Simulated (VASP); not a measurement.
Write the native input for VASP 6.6.1 that does the following.

```yaml
Task: single point
Functional: r2SCAN
Potentials_or_basis: VASP PAW PBE potentials, release 64 (O, Sr_sv, Se)
Cutoff: 520 eV
k_mesh: 6 × 6 × 4
Occupations: gaussian, width 0.01 eV
Spin: no spin polarisation
Dipole_correction: no
Further_INCAR_settings: ALGO = Normal; EDIFF = 1e-06; NBANDS = 24
```

Sr2SeO:

```
CELL_PARAMETERS angstrom
4.13159 0.00000 0.00000
0.00000 4.13159 0.00000
0.00000 0.00000 5.85074
ATOMIC_POSITIONS crystal
O 0.00000 0.00000 0.00000
Sr 0.00000 0.00000 0.50000
Sr 0.50000 0.50000 0.00000
Se 0.50000 0.50000 0.50000
```

The input as run:

POSCAR

```
Sr2SeO
1.0
    4.1315931192      0.0000000000      0.0000000000
    0.0000000000      4.1315931192      0.0000000000
    0.0000000000      0.0000000000      5.8507435020
O Sr Se
1 2 1
Direct
    0.0000000000      0.0000000000      0.0000000000
    0.0000000000      0.0000000000      0.5000000000
    0.5000000000      0.5000000000      0.0000000000
    0.5000000000      0.5000000000      0.5000000000
```

INCAR.step1

```
  PREC = Accurate
  ENCUT = 520
  ISMEAR = 0
  SIGMA = 0.01
  LREAL = F
  LASPH = T
  NELM = 80
  NBANDS = 24
  GGA = PE
  ALGO = Normal
  EDIFF = 1E-4
  LWAVE = T
  LCHARG = F
```

INCAR.step2

```
  PREC = Accurate
  ENCUT = 520
  EDIFF = 1E-6
  ISMEAR = 0
  SIGMA = 0.01
  LREAL = F
  LASPH = T
  NELM = 80
  ALGO = Normal
  ISIF = 2
  LWAVE = F
  LCHARG = T
  METAGGA = R2SCAN
  LMIXTAU = T
  LELF = T
  LVHAR = T
  NBANDS = 24
  ISTART = 1
```

KPOINTS

```
Automatic mesh
0
Gamma
  6 6 4
```

Potentials or basis: VASP PAW PBE potentials, release 64 (O, Sr_sv, Se).

Run with:

```bash
$ cat potpaw_PBE.64/O/POTCAR potpaw_PBE.64/Sr_sv/POTCAR potpaw_PBE.64/Se/POTCAR > POTCAR
$ cp INCAR.step1 INCAR
$ mpirun -np 1 vasp_std > vasp.out
$ cp INCAR.step2 INCAR
$ mpirun -np 1 vasp_std > vasp.out
```

Results of the run:

- Pressure: 0.2 GPa
- Band gap on the k mesh: 2.39 eV, direct

Caveat: the PAW data sets were made with another functional, which shifts forces and pressure a little.

Wall time 2.1 min on 1 thread of Intel(R) Xeon(R) Platinum 8488C (Sapphire Rapids), on a shared host, peak memory 0.27 GiB.
